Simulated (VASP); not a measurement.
Crystal: HfO2.

```
Hf O
1.0
     5.15010    0.00000    0.00000
     0.00000    5.18520    0.00000
    -0.83085    0.00000    5.27679
Hf O
4 8
Direct
  0.28000 0.04920 0.21700
  0.72000 0.54920 0.28300
  0.72000 0.95080 0.78300
  0.28000 0.45080 0.71700
  0.06930 0.32650 0.34290
  0.93070 0.82650 0.15710
  0.93070 0.67350 0.65710
  0.06930 0.17350 0.84290
  0.46070 0.74890 0.48880
  0.53930 0.24890 0.01120
  0.53930 0.25110 0.51120
  0.46070 0.75110 0.98880
```

* Program: VASP 6.6.1
* Task: relaxation of the atoms
* Functional: PBE
* Potentials or basis: VASP PAW PBE potentials, release 64 (Hf_pv, O)
* Cutoff: 520 eV
* k mesh: 5 × 5 × 5
* Occupations: fermi-dirac, width 0.02 eV
* Spin: no spin polarisation

At the start: pressure -0.1 GPa; volume 11.74 Å³/atom.

Problem. Where does the relaxation end?

Solution. Over 12 steps the energy falls by 36.2 meV/atom at a fixed cell; space group P2_1/c (No. 14, to 0.1 Å) before and after.

Step by step:
| step | energy change (eV) | largest force (eV/Å) | pressure (GPa) |
| --- | --- | --- | --- |
| 1 | 0.0000 | 1.2893 | -0.09 |
| 2 | -0.3700 | 0.5811 | -1.26 |
| 3 | -0.3775 | 0.3835 | -1.36 |
| 4 | -0.4182 | 0.1749 | -1.56 |
| 5 | -0.4236 | 0.2227 | -1.62 |
| 6 | -0.4286 | 0.2051 | -1.30 |
| 7 | -0.4296 | 0.1125 | -1.40 |
| 8 | -0.4327 | 0.0493 | -1.45 |
| 9 | -0.4334 | 0.0420 | -1.48 |
| 10 | -0.4339 | 0.0261 | -1.46 |
| 11 | -0.4341 | 0.0291 | -1.44 |
| 12 | -0.4343 | 0.0175 | -1.40 |

Final structure:
```
CELL_PARAMETERS angstrom
5.15010 0.00000 0.00000
0.00000 5.18520 0.00000
-0.83085 0.00000 5.27679
ATOMIC_POSITIONS crystal
Hf 0.27533 0.04175 0.20807
Hf 0.72467 0.54175 0.29193
Hf 0.72467 0.95825 0.79193
Hf 0.27533 0.45825 0.70807
O 0.06853 0.32915 0.34911
O 0.93147 0.82915 0.15089
O 0.93147 0.67085 0.65089
O 0.06853 0.17085 0.84911
O 0.44915 0.75743 0.47615
O 0.55085 0.25743 0.02385
O 0.55085 0.24257 0.52385
O 0.44915 0.74257 0.97615
```
